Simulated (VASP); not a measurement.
## TiSi16 (a cell with a defect): single point with PBE

TiSi16 (a cell with a defect):

```
Si Ti
1.0
     0.00000    5.43000    5.43000
     5.43000    0.00000    5.43000
     5.43000    5.43000    0.00000
Si Ti
16 1
Direct
  0.98568 0.99864 0.99846
  0.08471 0.13857 0.13836
  0.98500 0.99882 0.51748
  0.13433 0.11501 0.62520
  0.98611 0.51726 0.99829
  0.13517 0.62550 0.11414
  0.04573 0.48521 0.48438
  0.13480 0.62565 0.62508
  0.45006 0.01643 0.01720
  0.60851 0.11815 0.11874
  0.50752 0.97619 0.50823
  0.60744 0.11862 0.65532
  0.50852 0.50807 0.97576
  0.60920 0.65480 0.11828
  0.50805 0.50832 0.50807
  0.67253 0.60961 0.60898
  0.69101 0.26964 0.27001
```

```
Program             : VASP 6.6.1
Task                : single point
Functional          : PBE
Potentials or basis : VASP PAW PBE potentials, release 64 (Si, Ti_sv)
Cutoff              : 520 eV
k mesh              : 2 × 2 × 2
Occupations         : gaussian, width 0.05 eV
Spin                : no spin polarisation
```

```json
{
  "Pressure": "3.8 GPa",
  "Largest force": "1.653 eV/Å",
  "Band gap on the k mesh": "zero (bands 38 and 39 overlap by 0.33 eV)"
}
```

Forces on the atoms (eV/Å):
```
Si   0.026 -0.071 -0.069
Si  -0.162  0.163  0.162
Si   0.073 -0.023 -0.072
Si   0.082 -0.079 -0.037
Si   0.072 -0.071 -0.025
Si   0.082 -0.035 -0.081
Si   0.113 -0.112 -0.113
Si   0.038 -0.080 -0.082
Si  -0.059  0.053  0.061
Si   0.323 -0.046 -0.044
Si   0.111 -0.108  0.041
Si   0.041 -0.320 -0.039
Si   0.112  0.037 -0.114
Si   0.048 -0.047 -0.322
Si  -0.042 -0.111 -0.115
Si   0.103 -0.102 -0.104
Ti  -0.961  0.949  0.953
```

Stress tensor (GPa, compression positive):
```
 3.77  0.31  0.31
 0.31  3.80 -0.31
 0.31 -0.31  3.75
```

Levels at points of the mesh, in eV from the Fermi level:
```
           k point  band 34  band 35  band 36  band 37  band 38  band 39  band 40  band 41  band 42  band 43
(0.00, 0.00, 0.00)    -1.08    -1.08    -0.89    -0.62    -0.32    -0.31    -0.01     0.00     0.17     0.75
(0.50, 0.00, 0.00)    -1.98    -1.36    -1.36    -0.37    -0.17    -0.17     0.65     0.65     0.83     1.22
(0.00, 0.50, 0.00)    -1.82    -1.36    -1.33    -0.16     0.00     0.18     0.40     0.58     0.75     1.12
(0.00, 0.00, 0.50)    -1.82    -1.36    -1.33    -0.16    -0.01     0.18     0.40     0.58     0.75     1.12
(0.50, 0.50, 0.50)    -1.82    -1.36    -1.33    -0.16    -0.01     0.18     0.40     0.58     0.75     1.12
(0.50, 0.50, 0.00)    -2.02    -1.94    -1.80    -0.47     0.01     0.44     0.78     1.09     1.24     1.33
(0.00, 0.50, 0.50)    -2.02    -1.94    -1.80    -0.47     0.01     0.44     0.79     1.09     1.24     1.33
(0.50, 0.00, 0.50)    -2.02    -1.94    -1.80    -0.47     0.01     0.44     0.79     1.09     1.23     1.33
```

Run time: 3.8 min on 1 thread of Intel(R) Xeon(R) Platinum 8259CL CPU @ 2.50GHz (Skylake/Cascade Lake), on a shared host, peak memory 0.5 GiB.

Caveat: the k points lie up to 0.50 Å⁻¹ apart.
